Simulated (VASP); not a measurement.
Runs of VASP 6.6.1 on Na4NO. The structure is that of space group P4/mmm (No. 123), or close to it. The cells are those of the table. 

```tsv
cell	gap on the mesh (eV)	pressure (GPa)	largest force (eV/Å)
a = 3.847, b = 3.847, c = 5.630 Å, 6 atoms	none	6.2	0.07
a = 4.067, b = 4.067, c = 5.952 Å, 6 atoms	none	(a)	0.06
a = 4.119, b = 4.119, c = 6.028 Å, 6 atoms	none	-2.9	0.06
a = 3.905, b = 3.905, c = 5.714 Å, 6 atoms	none	(b)	0.07
a = 3.960, b = 3.960, c = 5.795 Å, 6 atoms	none	1.4	0.06
a = 4.169, b = 4.169, c = 6.101 Å, 6 atoms	none	-3.8	0.05
a = 4.015, b = 4.015, c = 5.875 Å, 6 atoms	none	-0.3	0.06
```

Alike in all rows: task single point; level PBE; potentials or basis VASP PAW PBE potentials, release 64 (Na_pv, N, O); no spin polarisation; k mesh 6 × 6 × 4; cutoff (eV) 520; smearing methfessel-paxton 0.15 eV.

**Question.** Fill in the values left out.

**Answer.** (a) -1.7; (b) 3.5.

Caveats: an odd number of electrons without spin polarisation forces a metal; a magnetic or distorted state may lie lower; the cell stands under pressure (at least some runs); the cell stands under tension (at least some runs).

A gap of «none» marks levels without a gap at the run's occupations.
